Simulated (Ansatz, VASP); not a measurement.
# BeAs4Ru: VASP beside Ansatz

```
Be As Ru
1.0
     0.00000    3.78110    3.78110
     3.78110    0.00000    3.78110
     3.78110    3.78110    0.00000
Be As Ru
1 4 1
Direct
  0.25000 0.25000 0.25000
  0.62409 0.62409 0.12773
  0.62409 0.12773 0.62409
  0.12773 0.62409 0.62409
  0.62409 0.62409 0.62409
  0.00000 0.00000 0.00000
```

Change from the starting cell: species swapped into the CaErAl4 type (F-43m, No. 216).

Alike in both runs: task relaxation of cell and atoms; functional PBE; k mesh 8 × 8 × 8; occupations gaussian, width 0.1 eV; no spin polarisation.

```csv
,VASP,Ansatz
version,VASP 6.6.1,Ansatz 0.2.0
potentials or method,"VASP PAW PBE potentials, release 64 (Be, As, Ru_pv), cutoff 600 eV","scalar-relativistic, plane waves, PAW"
valence electrons in the cell,36,78
```

Ansatz gave:

```
gap on the k mesh at the Fermi level, each at its own relaxed structure (eV) : none
relaxed volume (Å³/atom)                                                     : 17.92
relaxed length of the cell vector where the two differ most in proportion (Å)              : 5.337
```

**Question.** Estimate VASP's values.

**Answer.** gap on the k mesh at the Fermi level, each at its own relaxed structure (eV): none; relaxed volume (Å³/atom): 17.96; relaxed length of the cell vector where the two differ most in proportion (Å): 5.342.

A gap of «none» marks a metal or a gap that the smearing closes. VASP's potentials hold 36 valence electrons a cell and Ansatz's 78, so a difference there can come from the potentials and not from the codes.
